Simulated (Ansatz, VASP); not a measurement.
One calculation of PtS2, two programs

```
Pt S
1.0
     3.37926    0.00000    0.00000
    -1.68963    2.92652    0.00000
     0.00000    0.00000    4.87284
Pt S
1 2
Direct
  0.00000 0.00000 0.00000
  0.33333 0.66667 0.26651
  0.66667 0.33333 0.73349
```

Change from the starting cell: hydrostatic strain -4.9%.

Alike in both runs: task single point; functional HSE06; k mesh 6 × 6 × 4; no spin polarisation.

|  | VASP | Ansatz |
| --- | --- | --- |
| version | VASP 6.6.1 | Ansatz 0.2.0 |
| potentials or method | VASP PAW PBE potentials, release 64 (Pt, S) | plane waves, PAW |
| plane-wave cutoff (eV) | 520 | 420 |
| occupations | gaussian, width 0.01 eV | fixed |
| valence electrons in the cell | 22 | 30 |

```tsv
	VASP	Ansatz	Ansatz less VASP
gap on the k mesh at the Fermi level (eV)	0.81	0.83	+0.016
pressure (GPa)	13.7	14.3	+0.57
traceless stress, the component that is largest in VASP (GPa)	-8.14	-8.23	-0.092
rms of the force components (eV/Å)	0.202	0.185	-0.0174
```

Atom by atom the forces differ by 0.017 eV/Å (rms over components). VASP's potentials hold 22 valence electrons a cell and Ansatz's 30, so a difference there can come from the potentials and not from the codes. Ansatz's warnings: stress exchange threshold loose, stress scf threshold loose.

Neither program's run includes spin-orbit coupling.
